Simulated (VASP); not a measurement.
# Ba3TaGa3Si2O14: single point with PBE

The system is Ba3TaGa3Si2O14.

```
Ba Ta Ga Si O
1.0
     8.51500    0.00000    0.00000
    -4.25750    7.37421    0.00000
     0.00000    0.00000    5.19200
Ba Ta Ga Si O
3 1 3 2 14
Direct
  0.43201 0.00000 0.00000
  0.00000 0.43201 0.00000
  0.56799 0.56799 0.00000
  0.00000 0.00000 0.00000
  0.74563 0.00000 0.50000
  0.00000 0.74563 0.50000
  0.25437 0.25437 0.50000
  0.33333 0.66667 0.47789
  0.66667 0.33333 0.52211
  0.33333 0.66667 0.78668
  0.66667 0.33333 0.21332
  0.47357 0.29797 0.65164
  0.70203 0.17560 0.65164
  0.82440 0.52643 0.65164
  0.29797 0.47357 0.34836
  0.17560 0.70203 0.34836
  0.52643 0.82440 0.34836
  0.21863 0.10375 0.22605
  0.89625 0.11488 0.22605
  0.88512 0.78137 0.22605
  0.10375 0.21863 0.77395
  0.11488 0.89625 0.77395
  0.78137 0.88512 0.77395
```

```json
{
  "Program": "VASP 6.6.1",
  "Task": "single point",
  "Functional": "PBE",
  "Potentials or basis": "VASP PAW PBE potentials, release 64 (Ba_sv, Ta_pv, Ga_d, Si, O)",
  "Cutoff": "520 eV",
  "k mesh": "4 × 4 × 5",
  "Occupations": "fermi-dirac, width 0.02 eV",
  "Spin": "no spin polarisation",
  "Dipole correction": "no",
  "Further INCAR settings": "LREAL = Auto; ALGO = Normal; EDIFF = 1e-07; NBANDS = 103"
}
```

```yaml
Pressure: 4.4 GPa
Largest_force: 0.055 eV/Å
Band_gap_on_the_k_mesh: 3.88 eV (least direct gap 3.96 eV)
```

Forces in eV/Å, atoms in the order of the input:
```
Ba   0.048  0.000  0.000
Ba  -0.024  0.042  0.000
Ba  -0.024 -0.042  0.000
Ta   0.000  0.000  0.000
Ga   0.026  0.000  0.000
Ga  -0.013  0.023  0.000
Ga  -0.013 -0.023  0.000
Si   0.000  0.000 -0.023
Si   0.000  0.000  0.023
O    0.000  0.000  0.009
O    0.000  0.000 -0.009
O   -0.001 -0.027 -0.028
O    0.024  0.012 -0.028
O   -0.023  0.015 -0.028
O   -0.023 -0.015  0.028
O   -0.001  0.027  0.028
O    0.024 -0.012  0.028
O   -0.015  0.031  0.043
O   -0.019 -0.029  0.043
O    0.034 -0.002  0.043
O    0.034  0.002 -0.043
O   -0.015 -0.031 -0.043
O   -0.019  0.029 -0.043
```

Levels at points of the mesh, in eV from the valence-band top:
| k point | band 82 | band 83 | band 84 | band 85 | band 86 | band 87 | band 88 | band 89 | band 90 | band 91 |
| --- | --- | --- | --- | --- | --- | --- | --- | --- | --- | --- |
| (0.00, 0.00, 0.00) | -0.22 | -0.22 | -0.17 | -0.17 | -0.09 | 3.88 | 4.93 | 4.93 | 5.03 | 5.89 |
| (0.50, 0.00, 0.00) | -0.35 | -0.30 | -0.19 | -0.16 | 0.00 | 4.20 | 4.87 | 4.88 | 5.69 | 5.95 |

It took 26 min on 1 thread of Intel Xeon 8259CL (shared host), peak memory 0.62 GiB.

Caveat: the cell stands under pressure; spin-orbit coupling is left out, which moves the levels of the heavy elements; an odd mesh through Γ misses points on the zone boundary, where band edges can lie.
